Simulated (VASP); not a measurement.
# PtSe2 (Sudovikovite) (P-3m1) in VASP: notebook

The runs below take PtSe2 (Sudovikovite) through single point, with PBEsol+D4, LDA, PBE, PBE+D3(BJ).

Everything below comes from runs of VASP 6.6.1. Logs are shortened: lines on timing, memory, paths and dates and some standing lists are left out, and cuts for length are marked.

## (1) The cell of the first run

The structure is trigonal, space group P-3m1 (No. 164). Conventional cell: a = 3.773 Å, b = 3.773 Å, c = 5.129 Å, α = 90.00°, β = 90.00°, γ = 120.00°. Pt (site symmetry -3m) has 6 Se at 2.53 Å within 3.3 Å. Within 3.3 Å of Se (site symmetry 3m) lie 3 Pt at 2.53 Å.

## (2) Single point, PBEsol+D4

Contents of INCAR:

```
PREC = Accurate
ENCUT = 520
EDIFF = 1E-6
ISMEAR = -1
SIGMA = 0.05
LREAL = False
LASPH = True
NELM = 60
ALGO = Normal
ISIF = 2
LWAVE = False
LCHARG = False
GGA = PS
IVDW = 13
NBANDS = 18
```

Contents of KPOINTS:

```
regular mesh
0
Gamma
  8 8 5
```

Contents of POSCAR:

```
PtSe2
1.0
    3.7730056198      0.0000000000      0.0000000000
   -1.8865028099      3.2675187154      0.0000000000
    0.0000000000      0.0000000000      5.1286129021
Pt Se
1 2
Direct
    0.0000000000      0.0000000000      0.0000000000
    0.6666666667      0.3333333333      0.7500000000
    0.3333333333      0.6666666667      0.2500000000
```

Potentials or basis: VASP PAW PBE potentials, release 64 (Pt, Se).

Run with:

```
$ cat potpaw_PBE.64/Pt/POTCAR potpaw_PBE.64/Se/POTCAR > POTCAR
$ mpirun -np 1 vasp_std > vasp.out
```

OUTCAR:

```text
PREC = Accurate
   ENCUT = 520
   EDIFF = 1E-6
   ISMEAR = -1
   LREAL = False
   LASPH = True
   NELM = 60
   ISIF = 2
   GGA = PS
   IVDW = 13

 ion  position               nearest neighbor table
   1  0.000  0.000  0.000-   2 2.53   3 2.53   2 2.53   3 2.53   2 2.53   3 2.53
   2  0.667  0.333  0.750-   1 2.53   1 2.53   1 2.53
   3  0.333  0.667  0.250-   1 2.53   1 2.53   1 2.53

  LATTYP: Found a hexagonal cell.
 ALAT       =     3.7730056198
 C/A-ratio  =     1.3592910849

  Lattice vectors:

 A1 = (   3.7730056198,   0.0000000000,   0.0000000000)
 A2 = (  -1.8865028099,   3.2675187154,   0.0000000000)
 A3 = (   0.0000000000,   0.0000000000,   5.1286129021)

Analysis of symmetry for initial positions (statically):
=====================================================================
 Subroutine PRICEL returns:
 Original cell was already a primitive cell.

 Routine SETGRP: Setting up the symmetry group for a
 hexagonal supercell.

 Subroutine GETGRP returns: Found 12 space group operations
 (whereof 12 operations were pure point group operations)
 out of a pool of 24 trial point group operations.

The static configuration has the point symmetry D_3d.

Analysis of symmetry for dynamics (positions and initial velocities):
=====================================================================
 Subroutine PRICEL returns:
 Original cell was already a primitive cell.

 Routine SETGRP: Setting up the symmetry group for a
 hexagonal supercell.

 Subroutine GETGRP returns: Found 12 space group operations
 (whereof 12 operations were pure point group operations)
 out of a pool of 24 trial point group operations.

The dynamic configuration has the point symmetry D_3d.

 Subroutine INISYM returns: Found 12 space group operations
 (whereof 12 operations are pure point group operations),
 and found     1 'primitive' translations

----------------------------------------------------------------------------------------

                                     Primitive cell

  volume of cell :      63.2274

  direct lattice vectors                    reciprocal lattice vectors
     3.773005620  0.000000000  0.000000000     0.265040687  0.153021312  0.000000000
    -1.886502810  3.267518715  0.000000000     0.000000000  0.306042624  0.000000000
[... 84 lines left out ...]
   LASPH  =      T    aspherical Exc in radial PAW
   ENCUT  =  520.0 eV  38.22 Ry    6.18 a.u.   7.02  7.02  9.54*2*pi/ulx,y,z
   NELM   =     60;   NELMIN=  2; NELMDL= -5     # of ELM steps
   EDIFF  = 0.1E-05   stopping-criterion for ELM
   LREAL  =      F    real-space projection
   EDIFFG = 0.1E-04   stopping-criterion for IOM
   NSW    =      0    number of steps for IOM
   IBRION =     -1    ionic relax: 0-MD 1-quasi-New 2-CG
   NFREE  =      0    steps in history (QN), initial steepest desc. (CG)
   ISIF   =      2    stress and relaxation
   ISYM   =      2    0-nonsym 1-usesym 2-fastsym
   POTIM  = 0.5000    time-step for ionic-motion
   TEBEG  =    0.0;   TEEND  =   0.0 temperature during run
   PSTRESS=    0.0 pullay stress
   NELECT =      22.0000    total number of electrons
   NUPDOWN=      -1.0000    fix difference up-down
   EMIN   =  10.00;   EMAX   =-10.00  energy-range for DOS
   EFERMI =   0.00;   METHOD = LEGACY
   ISMEAR =    -1;   SIGMA  =   0.05  broadening in eV -4-tet -1-fermi 0-gaus
   EFERMI_NEDOS =   21; number of points for ismear=-14 and -15
   IALGO  =     38    algorithm
   IMIX   =      4    mixing-type and parameters
     AMIX     =   0.40;   BMIX     =  1.00
     AMIX_MAG =   1.60;   BMIX_MAG =  1.00
  volume/ion in A,a.u.               =      21.08       142.23
  Fermi-wavevector in a.u.,A,eV,Ry     =   1.151456  2.175936 18.039288  1.325850
  Thomas-Fermi vector in A             =   2.288113
   LORBIT       =      0    0 simple, 1 ext, 2 COOP (PROOUT), +10 PAW based schemes
   GGA     = PS    functional components
   LHFCALC =     F    Hartree Fock is set to
   AEXX    =    0.0000 exact exchange contribution
   IVDW    =    13    specifies the selected vdW correction
   LEPSILON=     F    determine dielectric tensor
   LRPA    =     F    only Hartree local field effects (RPA)
 non-spin polarized calculation
  energy-cutoff  :      520.00
  volume of cell :       63.23
 maximum number of plane-waves:      1717
   NGX = 13   NGY = 13   NGZ = 19

 number of electron      21.9999997 magnetization

 Free energy of the ion-electron system (eV)
  ---------------------------------------------------
  ext. energy  EPLUGINS =         0.00000000
  ---------------------------------------------------
  free energy    TOTEN  =       -15.88345544 eV

  energy without entropy =      -15.87728253  energy(sigma->0) =      -15.88036898

 E-fermi :   5.8800     XC(G=0): -10.6159

 val. band max:        5.7622856618   @ k =   0.1250  -0.0000   0.0000
 cond. band min:       5.8956018336   @ k =   0.0000   0.1250   0.2000
 fundamental gap:      0.1333161718
 Fermi energy:         5.8800253951

 k-point     1 :       0.0000    0.0000    0.0000
  band No.  band energies     occupation
      1      -9.5185      2.00000
      2      -6.9014      2.00000
      3      -1.0230      2.00000
      4      -0.3196      2.00000
      5      -0.3196      2.00000
      6       2.0626      2.00000
[... 481 lines left out ...]
      5       0.3206      2.00000
      6       1.0986      2.00000
[... 10 lines left out ...]
     17      14.1906      0.00000
     18      14.7236      0.00000

 [... further k-points ...]

------------------------ aborting loop because EDIFF is reached ----------------------------------------

  DFT-D4 for vdW energy calculation

  Edisp (eV):   -0.82842

  FORCE on cell =-STRESS in cart. coord.  units (eV):
  Direction    XX          YY          ZZ          XY          YZ          ZX
  --------------------------------------------------------------------------------------
  -------------------------------------------------------------------------------------
  Total      -1.90703    -1.90703    -1.78169     0.00000     0.00000     0.00000
  in kB     -48.32404   -48.32404   -45.14776     0.00000     0.00000     0.00000
  external pressure =      -47.27 kB  Pullay stress =        0.00 kB

 VOLUME and BASIS-vectors are now :
 -----------------------------------------------------------------------------
  energy-cutoff  :      520.00
  volume of cell :       63.23
      direct lattice vectors                 reciprocal lattice vectors
     3.773005620  0.000000000  0.000000000     0.265040687  0.153021312  0.000000000
    -1.886502810  3.267518715  0.000000000     0.000000000  0.306042624  0.000000000
     0.000000000  0.000000000  5.128612902     0.000000000  0.000000000  0.194984496

 POSITION                                       TOTAL-FORCE (eV/Angst)
 -----------------------------------------------------------------------------------
      0.00000      0.00000      0.00000         0.000000      0.000000      0.000000
      1.88650      1.08917      3.84646        -0.000000      0.000000      0.107877
     -0.00000      2.17835      1.28215         0.000000     -0.000000     -0.107877
 -----------------------------------------------------------------------------------
    total drift:                               -0.000000     -0.000000     -0.000000

  FREE ENERGIE OF THE ION-ELECTRON SYSTEM (eV)
  ---------------------------------------------------
  free  energy   TOTEN  =       -16.7118776791 eV

  energy  without entropy=      -16.7057047633  energy(sigma->0) =      -16.70879122
```

OSZICAR:

```text
N       E                     dE             d eps       ncg     rms          rms(c)
DAV:   1     0.108090860456E+03    0.10809E+03   -0.10023E+04  1472   0.107E+03
DAV:   2    -0.114977087007E+02   -0.11959E+03   -0.11561E+03  1770   0.210E+02
DAV:   3    -0.167114738938E+02   -0.52138E+01   -0.51740E+01  1770   0.436E+01
DAV:   4    -0.167524447842E+02   -0.40971E-01   -0.40953E-01  1782   0.418E+00
DAV:   5    -0.167528962514E+02   -0.45147E-03   -0.45146E-03  1708   0.423E-01    0.123E+01
DAV:   6    -0.161565812322E+02    0.59632E+00   -0.46210E+00  1492   0.192E+01    0.751E+00
DAV:   7    -0.159108050076E+02    0.24578E+00   -0.91010E-01  1466   0.923E+00    0.361E+00
DAV:   8    -0.158860789437E+02    0.24726E-01   -0.58850E-02  1590   0.163E+00    0.833E-01
DAV:   9    -0.158834225668E+02    0.26564E-02   -0.64971E-03  1626   0.740E-01    0.205E-01
DAV:  10    -0.158834617238E+02   -0.39157E-04   -0.10507E-03  1596   0.206E-01    0.371E-02
DAV:  11    -0.158834548220E+02    0.69018E-05   -0.58537E-05  1794   0.688E-02    0.206E-02
DAV:  12    -0.158834554429E+02   -0.62086E-06   -0.56091E-06  1588   0.158E-02
   1 F= -.16711878E+02 E0= -.16708791E+02  d E =-.617292E-02
```

Run time: 16 s. Hardware: 1 thread of Intel Xeon 6975P-C (Granite Rapids), shared host; peak memory 0.2 GiB.

What came out:

```yaml
Free_energy: -16.7119 eV
Pressure: -4.7 GPa
Largest_force: 0.108 eV/Å
Band_gap_on_the_k_mesh: zero (band 11 reaches 6.26 eV, above the bottom of band 12 at 5.94 eV)
Dispersion_energy_per_atom: -0.276 eV
```

Forces on the atoms (eV/Å):
```
Pt   0.000  0.000  0.000
Se   0.000  0.000  0.108
Se   0.000  0.000 -0.108
```

Caveat: the PAW data sets were made with another functional, which shifts forces and pressure a little; spin-orbit coupling is left out, which moves the levels of the heavy elements; pairwise dispersion overbinds metals, which lowers pressure and volume.

## (3) Single point, LDA

This run uses another cell than the first one, of 21.48 Å³/atom, 1.019 times its volume.

Contents of INCAR:

```
SYSTEM = PtSe2
ALGO     = Normal         ! electronic algorithm
EDIFF    = 1E-6           ! SCF threshold, eV
ENCUT    = 520            ! plane-wave cutoff, eV
ISIF     = 2              ! what is computed and relaxed
ISMEAR   = -1             ! smearing method
LASPH    = .TRUE.         ! aspherical terms in the spheres
LCHARG   = .FALSE.        ! write CHGCAR
LREAL    = .FALSE.        ! projectors in reciprocal space
LWAVE    = .FALSE.        ! write WAVECAR
NBANDS   = 18             ! bands
NELM     = 80             ! most SCF steps
PREC     = Accurate       ! precision mode
SIGMA    = 0.05           ! smearing width, eV
```

Contents of KPOINTS:

```
k-points
0
G
  8 8 5
  0 0 0
```

Contents of POSCAR:

```
PtSe2
1.0
    3.7970381507      0.0000000000      0.0000000000
   -1.8985190754      3.2883314977      0.0000000000
    0.0000000000      0.0000000000      5.1612801071
Pt Se
1 2
Direct
    0.0000000000      0.0000000000      0.0000000000
    0.6666666667      0.3333333333      0.7500000000
    0.3333333333      0.6666666667      0.2500000000
```

Potentials or basis: VASP PAW LDA potentials, release 64 (Pt, Se).

Run with:

```
$ cat potpaw_LDA.64/Pt/POTCAR potpaw_LDA.64/Se/POTCAR > POTCAR
$ mpirun -np 1 vasp_std > vasp.out
```

It took 14 s on 1 thread of Intel Xeon 6975P-C (Granite Rapids), shared host; peak memory 0.18 GiB.

It converged, with:

| Item | Value |
| --- | --- |
| Free energy | -16.9784 eV |
| Pressure | -6.9 GPa |
| Largest force | 0.417 eV/Å |
| Band gap on the k mesh | zero (band 11 reaches 6.09 eV, above the bottom of band 12 at 5.75 eV) |

Forces on the atoms (eV/Å):
```
Pt   0.000  0.000  0.000
Se   0.000  0.000  0.417
Se   0.000  0.000 -0.417
```

Stress tensor (GPa, compression positive):
```
-7.31  0.00  0.00
 0.00 -7.31  0.00
 0.00  0.00 -5.99
```

Levels at points of the mesh, in eV from the Fermi level:
| k point | band 8 | band 9 | band 10 | band 11 | band 12 | band 13 | band 14 | band 15 |
| --- | --- | --- | --- | --- | --- | --- | --- | --- |
| (0.00, 0.00, 0.00) | -2.39 | -0.98 | -0.98 | 0.39 | 1.36 | 1.36 | 3.65 | 3.65 |
| (0.50, 0.00, 0.00) | -3.28 | -3.22 | -3.16 | -2.82 | 0.60 | 2.15 | 4.57 | 5.73 |

Caveat: spin-orbit coupling is left out, which moves the levels of the heavy elements.

## (4) Single point, PBE

This run uses another cell than the first one, of 21.48 Å³/atom, 1.019 times its volume.

Contents of INCAR:

```
SYSTEM = PtSe2
PREC = Accurate
ENCUT = 520
EDIFF = 1E-6
ISMEAR = -1
SIGMA = 0.05
LREAL = .FALSE.
LASPH = .TRUE.
NELM = 80
ALGO = Normal
ISIF = 2
LWAVE = .FALSE.
LCHARG = .TRUE.
GGA = PE
LELF = .TRUE.
LVHAR = .TRUE.
NBANDS = 18
```

Contents of KPOINTS:

```
Automatic mesh
0
G
  8 8 5
  0 0 0
```

POSCAR is that of step 3.

Potentials or basis: VASP PAW PBE potentials, release 64 (Pt, Se).

Run with:

```
$ cat potpaw_PBE.64/Pt/POTCAR potpaw_PBE.64/Se/POTCAR > POTCAR
$ mpirun -np 1 vasp_std > vasp.out
```

Run time: 18 s. Hardware: 1 thread of Intel Xeon 6975P-C (Granite Rapids), shared host; peak memory 0.2 GiB.

It converged, with:

```
Free energy            : -14.2653 eV
Pressure               : -0.2 GPa
Largest force          : 0.085 eV/Å
Band gap on the k mesh : zero (band 11 reaches 6.13 eV, above the bottom of band 12 at 5.85 eV)
```

Forces on the atoms (eV/Å):
```
Pt   0.000  0.000  0.000
Se   0.000  0.000  0.085
Se   0.000  0.000 -0.085
```

Stress tensor (GPa, compression positive):
```
-0.41  0.00  0.00
 0.00 -0.41  0.00
 0.00  0.00  0.34
```

Levels at points of the mesh, in eV from the Fermi level:
```
           k point  band 9  band 10  band 11  band 12  band 13  band 14
(0.00, 0.00, 0.00)   -1.03    -1.03     0.35     1.34     1.34     3.73
(0.50, 0.00, 0.00)   -3.27    -3.21    -2.86     0.61     2.13     4.58
```

Caveat: spin-orbit coupling is left out, which moves the levels of the heavy elements.

## (5) Single point, PBE+D3(BJ)

This run uses another cell than the first one, of 21.48 Å³/atom, 1.019 times its volume.

Contents of INCAR:

```
PREC = Accurate
ENCUT = 520
EDIFF = 1E-6
ISMEAR = -1
SIGMA = 0.05
LREAL = False
LASPH = True
NELM = 100
ALGO = Normal
ISIF = 2
LWAVE = False
LCHARG = True
GGA = PE
IVDW = 12
LELF = True
LVHAR = True
NBANDS = 18
```

Contents of KPOINTS:

```
regular mesh
0
Gamma
  8 8 5
```

POSCAR is that of step 4.

Run with:

```
$ cat potpaw_PBE.64/Pt/POTCAR potpaw_PBE.64/Se/POTCAR > POTCAR
$ mpirun -np 1 vasp_std > vasp.out
```

It took 16 s on 1 thread of Intel Xeon 6975P-C (Granite Rapids), shared host; peak memory 0.21 GiB.

It converged, with:

- Free energy: -15.6137 eV
- Pressure: -3.6 GPa
- Largest force: 0.058 eV/Å
- Band gap on the k mesh: zero (band 11 reaches 6.13 eV, above the bottom of band 12 at 5.85 eV)
- Dispersion energy per atom: -0.449 eV

Forces in eV/Å, atoms in the order of the input:
```
Pt   0.000  0.000  0.000
Se   0.000  0.000  0.058
Se   0.000  0.000 -0.058
```

Stress tensor (GPa, compression positive):
```
-3.81  0.00  0.00
 0.00 -3.81  0.00
 0.00  0.00 -3.13
```

Levels at points of the mesh, in eV from the Fermi level:
| k point | band 8 | band 9 | band 10 | band 11 | band 12 | band 13 | band 14 | band 15 |
| --- | --- | --- | --- | --- | --- | --- | --- | --- |
| (0.00, 0.00, 0.00) | -2.44 | -1.03 | -1.03 | 0.35 | 1.34 | 1.34 | 3.73 | 3.79 |
| (0.50, 0.00, 0.00) | -3.31 | -3.27 | -3.21 | -2.86 | 0.61 | 2.13 | 4.58 | 5.80 |

Caveat: spin-orbit coupling is left out, which moves the levels of the heavy elements; pairwise dispersion overbinds metals, which lowers pressure and volume.

## (6) Summary

```csv
level,potentials or basis,cell,gap on the mesh (eV),pressure (GPa),largest force (eV/Å)
PBEsol+D4,"VASP PAW PBE potentials, release 64 (Pt, Se)","a = 3.773, b = 3.773, c = 5.129 Å, angles 90.0, 90.0, 120.0°, 3 atoms",none,-4.7,0.11
LDA,"VASP PAW LDA potentials, release 64 (Pt, Se)","a = 3.797, b = 3.797, c = 5.161 Å, angles 90.0, 90.0, 120.0°, 3 atoms",none,-6.9,0.42
PBE,"VASP PAW PBE potentials, release 64 (Pt, Se)","a = 3.797, b = 3.797, c = 5.161 Å, angles 90.0, 90.0, 120.0°, 3 atoms",none,-0.2,0.08
PBE+D3(BJ),"VASP PAW PBE potentials, release 64 (Pt, Se)","a = 3.797, b = 3.797, c = 5.161 Å, angles 90.0, 90.0, 120.0°, 3 atoms",none,-3.6,0.06
```

Alike in all rows: task single point; no spin polarisation; k mesh 8 × 8 × 5; cutoff (eV) 520; smearing fermi-dirac 0.05 eV.

Caveats: spin-orbit coupling is left out, which moves the levels of the heavy elements; pairwise dispersion overbinds metals, which lowers pressure and volume (some runs); the PAW data sets were made with another functional, which shifts forces and pressure a little (some runs).

Total energies depend on the potentials used, so only differences within one code and one set of settings carry meaning.
